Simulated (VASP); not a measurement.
# RbW (P-6m2) in VASP: a series of runs, part 2 of 2

VASP 6.6.1. The steps go on from the part before.

## (3) Single point, LDA

INCAR

```
PREC     = Accurate       # precision mode
ENCUT    = 520            # plane-wave cutoff, eV
EDIFF    = 1E-6           # SCF threshold, eV
ISMEAR   = -1             # smearing method
SIGMA    = 0.05           # smearing width, eV
LREAL    = F              # projectors in reciprocal space
LASPH    = T              # aspherical terms in the spheres
NELM     = 100            # most SCF steps
ALGO     = Normal         # electronic algorithm
ISIF     = 2              # what is computed and relaxed
LWAVE    = F              # write WAVECAR
LCHARG   = F              # write CHGCAR
GGA      = CA             # functional
NBANDS   = 18             # bands
```

KPOINTS

```
Automatic mesh
0
Gamma
  8 8 5
```

POSCAR

```
RbW
1.0
    3.5466225900      0.0000000000      0.0000000000
   -1.7733112900      3.0714652600      0.0000000000
    0.0000000000      0.0000000000      5.4941446400
Rb W
1 1
Direct
    0.0000000000      0.0000000000      0.5000000000
    0.6666666700      0.3333333300      0.0000000000
```

Potentials or basis: VASP PAW LDA potentials, release 64 (Rb_sv, W_sv).

On the command line:

```sh
cat potpaw_LDA.64/Rb_sv/POTCAR potpaw_LDA.64/W_sv/POTCAR > POTCAR
mpirun -np 1 vasp_std > vasp.out
```

It took 16 s on 1 thread of Intel Xeon Platinum 8488C (Sapphire Rapids), shared host; peak memory 0.16 GiB.

It converged, with:

```
Free energy            : -9.3122 eV
Pressure               : -10.4 GPa
Band gap on the k mesh : zero (an odd number of electrons rules out a gap without spin polarisation)
```

Stress tensor (GPa, compression positive):
```
-17.98   0.00   0.00
  0.00 -17.98   0.00
  0.00   0.00   4.89
```

Levels at points of the mesh, in eV from the Fermi level:
| k point | band 9 | band 10 | band 11 | band 12 | band 13 | band 14 |
| --- | --- | --- | --- | --- | --- | --- |
| (0.00, 0.00, 0.00) | -4.74 | -1.17 | 0.00 | 0.00 | 0.94 | 0.94 |
| (0.50, 0.00, 0.00) | -2.10 | -0.81 | -0.52 | 0.40 | 0.64 | 2.01 |

Caveat: the stress differs along the axes, from -18 to 5 GPa; spin-orbit coupling is left out, which moves the levels of the heavy elements.

## (4) Single point, LDA

INCAR

```
SYSTEM = RbW
PREC     = Accurate       ! precision mode
ENCUT    = 520            ! plane-wave cutoff, eV
EDIFF    = 1E-7           ! SCF threshold, eV
ISMEAR   = -1             ! smearing method
SIGMA    = 0.05           ! smearing width, eV
LREAL    = .FALSE.        ! projectors in reciprocal space
LASPH    = .TRUE.         ! aspherical terms in the spheres
NELM     = 60             ! most SCF steps
ALGO     = Fast           ! electronic algorithm
ISIF     = 2              ! what is computed and relaxed
LWAVE    = .FALSE.        ! write WAVECAR
LCHARG   = .FALSE.        ! write CHGCAR
GGA      = CA             ! functional
NBANDS   = 18             ! bands
```

KPOINTS

```
regular mesh
0
G
  10 10 6
  0 0 0
```

POSCAR is that of step 3.

Potentials or basis: VASP PAW LDA potentials, release 64 (Rb_sv, W_sv).

On the command line:

```sh
cat potpaw_LDA.64/Rb_sv/POTCAR potpaw_LDA.64/W_sv/POTCAR > POTCAR
mpirun -np 1 vasp_std > vasp.out
```

OUTCAR:

```text
SYSTEM = RbW
   PREC = Accurate
   ENCUT = 520
   EDIFF = 1E-7
   ISMEAR = -1
   LREAL = .FALSE.
   LASPH = .TRUE.
   NELM = 60
   ISIF = 2
   GGA = CA

 ion  position               nearest neighbor table
   1  0.000  0.000  0.500-   2 3.43   2 3.43   2 3.43   2 3.43   2 3.43   2 3.43
   2  0.667  0.333  0.000-   1 3.43   1 3.43   1 3.43   1 3.43   1 3.43   1 3.43

  LATTYP: Found a hexagonal cell.
 ALAT       =     3.5466225900
 C/A-ratio  =     1.5491201842

  Lattice vectors:

[... 691 lines left out ...]

------------------------ aborting loop because EDIFF is reached ----------------------------------------

  FORCE on cell =-STRESS in cart. coord.  units (eV):
  Direction    XX          YY          ZZ          XY          YZ          ZX
  --------------------------------------------------------------------------------------
  -------------------------------------------------------------------------------------
  Total       -6.7002213     -6.7002213      1.8338250     -0.0000000      0.0000000      0.0000000
  in kB     -179.3655603   -179.3655602     49.0916699     -0.0000003      0.0000000      0.0000000
  external PRESSURE =    -103.2131502 kB  Pullay stress =       0.0000000 kB

 VOLUME and BASIS-vectors are now :
 -----------------------------------------------------------------------------
  energy-cutoff  :      520.00
  volume of cell :       59.85
      direct lattice vectors                 reciprocal lattice vectors
     3.546622590  0.000000000  0.000000000     0.281958391  0.162788753  0.000000000
    -1.773311290  3.071465260  0.000000000     0.000000000  0.325577506  0.000000000
     0.000000000  0.000000000  5.494144640     0.000000000  0.000000000  0.182011954

 POSITION                                       TOTAL-FORCE (eV/Angst)
 -----------------------------------------------------------------------------------
      0.00000      0.00000      2.74707         0.000000      0.000000      0.000000
      1.77331      1.02382      0.00000         0.000000      0.000000      0.000000
 -----------------------------------------------------------------------------------
    total drift:                               -0.000023      0.000013     -0.000000

  FREE ENERGIE OF THE ION-ELECTRON SYSTEM (eV)
  ---------------------------------------------------
  free  energy   TOTEN  =        -9.3116586584 eV

  energy  without entropy=       -9.2748319444  energy(sigma->0) =       -9.29324530
```

Run time: 2.1 min. Hardware: 1 thread of Intel Xeon Platinum 8488C (Sapphire Rapids), shared host; peak memory 0.2 GiB.

What came out:

```
Free energy            : -9.3117 eV
Pressure               : -10.3 GPa
Band gap on the k mesh : zero (an odd number of electrons rules out a gap without spin polarisation)
```

Levels at points of the mesh, in eV from the Fermi level:
```
           k point  band 7  band 8  band 9  band 10  band 11  band 12  band 13  band 14  band 15  band 16
(0.00, 0.00, 0.00)  -10.60  -10.60   -4.71    -1.15     0.03     0.03     0.96     0.96     3.03     3.24
(0.50, 0.00, 0.00)  -11.11  -10.95   -2.07    -0.78    -0.50     0.43     0.67     2.03     2.78     3.07
(0.00, 0.00, 0.50)  -10.60  -10.60   -3.70    -0.59    -0.03    -0.03     0.05     0.93     0.93     3.97
(0.50, 0.00, 0.50)  -11.12  -10.96   -2.19    -1.15    -0.52     0.71     1.40     2.03     2.42     3.10
```

Caveat: the stress differs along the axes, from -18 to 5 GPa; spin-orbit coupling is left out, which moves the levels of the heavy elements.

## (5) Overview

```csv
level,potentials or basis,k mesh,smearing,gap on the mesh (eV),pressure (GPa)
PBE,"VASP PAW PBE potentials, release 64 (Rb_sv, W_sv)",7 × 7 × 4,methfessel-paxton 0.05 eV,none,-6.5
LDA,"VASP PAW LDA potentials, release 64 (Rb_sv, W_sv)",8 × 8 × 5,fermi-dirac 0.05 eV,none,-10.4
LDA,"VASP PAW LDA potentials, release 64 (Rb_sv, W_sv)",10 × 10 × 6,fermi-dirac 0.05 eV,none,-10.3
```

Alike in all rows: task single point; no spin polarisation; cell as given; cutoff (eV) 520.

Caveats: spin-orbit coupling is left out, which moves the levels of the heavy elements; the stress differs along the axes, from -18 to 5 GPa (at least some runs); the stress differs along the axes, from -14 to 10 GPa (at least some runs).

Total energies depend on the potentials used, so only differences within one code and one set of settings carry meaning.
